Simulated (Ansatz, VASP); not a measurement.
## Si: VASP beside Ansatz

The input INCAR:

```
  PREC = Accurate
  ENCUT = 520
  EDIFF = 1E-7
  ISMEAR = 0
  SIGMA = 0.01
  LREAL = False
  LASPH = True
  NELM = 150
  ALGO = Normal
  ISIF = 2
  LWAVE = False
  LCHARG = False
  MAGMOM = 0 0 0 0 0 0 0 0 0 0 0 0
  LORBIT = 11
  LSORBIT = True
  GGA_COMPAT = False
  LORBMOM = True
  GGA = PS
  NBANDS = 30
```

The input KPOINTS:

```
Automatic mesh
0
Gamma
  9 9 6
```

Contents of POSCAR:

```
Si
1.0
    3.8438634368      0.0000000000      0.0000000000
   -1.9219317184      3.3288833850      0.0000000000
    0.0000000000      0.0000000000      6.3126789988
Si
4
Direct
    0.3333333333      0.6666666667     -0.0004601551
    0.6666666667      0.3333333333      0.4995398449
    0.3333333333      0.6666666667      0.3744601551
    0.6666666667      0.3333333333      0.8744601551
```

Input for Ansatz:

```yaml
crystal:
  lattice:
    - [3.8438634368, 0.0, 0.0]
    - [-1.9219317184, 3.328883385, 0.0]
    - [0.0, 0.0, 6.3126789988]
  atoms:
    - { symbol: Si, position: [0.3333333333, 0.6666666667, -0.0004601551] }
    - { symbol: Si, position: [0.6666666667, 0.3333333333, 0.4995398449] }
    - { symbol: Si, position: [0.3333333333, 0.6666666667, 0.3744601551] }
    - { symbol: Si, position: [0.6666666667, 0.3333333333, 0.8744601551] }
basis:
  ecutwfc: 420
kpoints:
  mp_grid: { grid: [9, 9, 6] }
  band_path:
    path:
      - [0.0, 0.0, 0.0]
      - [0.0, 0.0, 0.0]
      - [0.0, 0.0, 0.0]
      - [0.0, 0.0, 0.0]
      - [0.0, 0.0, 0.0]
      - [0.0, 0.0, 0.0]
      - [0.0, 0.0, 0.0]
      - [0.0, 0.0, 0.0]
      - [0.0, 0.0, 0.0]
      - [0.0, 0.0, 0.0]
      - [0.0, 0.0, 0.0]
      - [0.0, 0.0, 0.0]
      - [0.0, 0.0, 0.0]
      - [0.0, 0.0, 0.0]
      - [0.0, 0.0, 0.0]
      - [0.0, 0.0, 0.0]
      - [0.0, 0.0, 0.0]
      - [0.0, 0.0, 0.0]
      - [0.0, 0.0, 0.0]
      - [0.0, 0.0, 0.0]
      - [0.0, 0.0, 0.0]
      - [0.0, 0.0, 0.0]
      - [0.0, 0.0, 0.0]
      - [0.0, 0.0, 0.0]
      - [0.0, 0.0, 0.0]
      - [0.0, 0.0, 0.0]
      - [0.3, 0.0, 0.0]
      - [0.3166666667, 0.0, 0.0]
      - [0.3333333333, 0.0, 0.0]
      - [0.35, 0.0, 0.0]
      - [0.3666666667, 0.0, 0.0]
      - [0.3833333333, 0.0, 0.0]
      - [0.4, 0.0, 0.0]
      - [0.4166666667, 0.0, 0.0]
      - [0.4333333333, 0.0, 0.0]
      - [0.45, 0.0, 0.0]
      - [0.4666666667, 0.0, 0.0]
      - [0.4833333333, 0.0, 0.0]
      - [0.5, 0.0, 0.0]
      - [0.5, 0.0, 0.0]
      - [0.5, 0.0, 0.0416666667]
      - [0.5, 0.0, 0.0833333333]
      - [0.5, 0.0, 0.125]
      - [0.5, 0.0, 0.1666666667]
      - [0.5, 0.0, 0.2083333333]
      - [0.5, 0.0, 0.25]
      - [0.5, 0.0, 0.2916666667]
      - [0.5, 0.0, 0.3333333333]
      - [0.5, 0.0, 0.375]
      - [0.5, 0.0, 0.4166666667]
      - [0.5, 0.0, 0.4583333333]
      - [0.5, 0.0, 0.5]
      - [0.3333333333, 0.3333333333, 0.0]
      - [0.3333333333, 0.3333333333, 0.0]
      - [0.3333333333, 0.3333333333, 0.0]
      - [0.3333333333, 0.3333333333, 0.0]
      - [0.3333333333, 0.3333333333, 0.0]
      - [0.3333333333, 0.3333333333, 0.0]
      - [0.3333333333, 0.3333333333, 0.0]
      - [0.3333333333, 0.3333333333, 0.0]
      - [0.3333333333, 0.3333333333, 0.0]
      - [0.3333333333, 0.3333333333, 0.0]
      - [0.3333333333, 0.3333333333, 0.0]
      - [0.3333333333, 0.3333333333, 0.0]
      - [0.3333333333, 0.3333333333, 0.0]
      - [0.0, 0.0, 0.5]
      - [0.0, 0.0, 0.5]
      - [0.0, 0.0, 0.5]
      - [0.0, 0.0, 0.5]
      - [0.0, 0.0, 0.5]
      - [0.0, 0.0, 0.5]
      - [0.0, 0.0, 0.5]
      - [0.0, 0.0, 0.5]
      - [0.0, 0.0, 0.5]
      - [0.0, 0.0, 0.5]
      - [0.0, 0.0, 0.5]
      - [0.0, 0.0, 0.5]
      - [0.0, 0.0, 0.5]
    npoints: 1
hamiltonian:
  xc: pbesol
  pseudopotentials: { kind: paw_fr, azcp: { folder: soft_1 } }
scf:
  occupations: { method: fixed }
  n_extra_bands: 12
output:
  eigenvalues: true
magnetization:
  noncollinear: true
  spin_orbit: true
```

Alike in both runs: task single point; functional PBEsol; k mesh 9 × 9 × 6; non-collinear spin, spin-orbit coupling.

|  | VASP | Ansatz |
| --- | --- | --- |
| version | VASP 6.6.1 | Ansatz 0.2.0 |
| potentials or method | VASP PAW PBE potentials, release 64 (Si), cutoff 520 eV | plane waves, PAW |
| occupations | gaussian, width 0.01 eV | fixed |
| valence electrons in the cell | 16 | 16 |

|  | VASP | Ansatz | Ansatz less VASP |
| --- | --- | --- | --- |
| net moment per atom (μB) | 0.00 | 0.00 | 0.000 |

VASP's potentials were made for PBE, not for PBEsol, and Ansatz warns of the same on its side.
